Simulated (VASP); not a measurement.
Input of a VASP 6.6.1 run:

Contents of INCAR:

```
PREC     = Accurate       # precision mode
ENCUT    = 500            # plane-wave cutoff, eV
EDIFF    = 1E-6           # SCF threshold, eV
ISMEAR   = -1             # smearing method
SIGMA    = 0.02           # smearing width, eV
LREAL    = F              # projectors in reciprocal space
LASPH    = T              # aspherical terms in the spheres
NELM     = 120            # most SCF steps
ALGO     = Normal         # electronic algorithm
ISIF     = 2              # what is computed and relaxed
LWAVE    = F              # write WAVECAR
LCHARG   = T              # write CHGCAR
GGA      = PS             # functional
LELF     = T              # ELF
LVHAR    = T            
NBANDS   = 14             # bands
GGA_COMPAT= F
```

KPOINTS

```
regular mesh
0
Gamma
  6 6 6
```

The input POSCAR:

```
NaCl
1.0
    3.6009517580      0.0000000000      0.0000000000
    0.0000000000      3.6009517580      0.0000000000
    0.0000000000      0.0000000000      3.5484189080
Na Cl
1 1
Direct
    0.0000000000      0.0000000000      0.0285535622
    0.5000000000      0.5000000000      0.4714464378
```

Potentials or basis: VASP PAW PBE potentials, release 64 (Na_pv, Cl).

Command:

```bash
$ cat potpaw_PBE.64/Na_pv/POTCAR potpaw_PBE.64/Cl/POTCAR > POTCAR
$ mpirun -np 1 vasp_std > vasp.out
```

Task: What does it give for the band gap on the k mesh?

Result: 3.59 eV, indirect (least direct gap 4.01 eV).

Task: Predict the pressure.

Result: -2.3 GPa.

Task: What does it give for the largest force?

Result: 0.015 eV/Å.

Stress tensor (GPa, compression positive):
```
-2.69  0.00  0.00
 0.00 -2.69  0.00
 0.00  0.00 -1.63
```

Caveat: the PAW data sets were made with another functional, which shifts forces and pressure a little. A k mesh can miss the band edges.
